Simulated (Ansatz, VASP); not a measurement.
One calculation of C, two programs

```
C
1.0
     1.78778   -4.33371    0.00000
     1.78778    4.33371    0.00000
     0.00000    0.00000    2.48566
C
8
Direct
  0.64829 0.98159 0.00000
  0.35171 0.01841 0.00000
  0.01841 0.35171 0.00000
  0.98159 0.64829 0.00000
  0.40455 0.22608 0.50000
  0.59545 0.77392 0.50000
  0.77392 0.59545 0.50000
  0.22608 0.40455 0.50000
```

Change from the starting cell: strain -0.1500 x Voigt [1, 0, 0, 0, 0, 0], atoms carried along.

Alike in both runs: task single point; functional LDA; k mesh 6 × 6 × 10; occupations gaussian, width 0.05 eV; no spin polarisation.

```csv
,VASP,Ansatz
version,VASP 6.6.1,Ansatz 0.2.0
potentials or method,"VASP PAW LDA potentials, release 64 (C), cutoff 520 eV","scalar-relativistic, plane waves, PAW"
valence electrons in the cell,32,32
```

|  | VASP | Ansatz | Ansatz less VASP |
| --- | --- | --- | --- |
| gap on the k mesh at the Fermi level (eV) | 1.17 | 1.19 | +0.013 |
| least direct gap on the mesh (eV) | 2.29 | 2.30 | +0.012 |
| pressure (GPa) | 122.1 | 119.8 | -2.31 |
| traceless stress, the component that is largest in VASP (GPa) | 222.71 | 222.44 | -0.278 |
| rms of the force components (eV/Å) | 2.950 | 2.934 | -0.0159 |

LDA's correlation is that of Perdew and Zunger in VASP and of Perdew and Wang (1992) in Ansatz. Atom by atom the forces differ by 0.019 eV/Å (rms over components). Both programs put the cell under a high pressure, so it lies far from rest at this level.

Noted on VASP's run: the cell as given lies far from equilibrium.
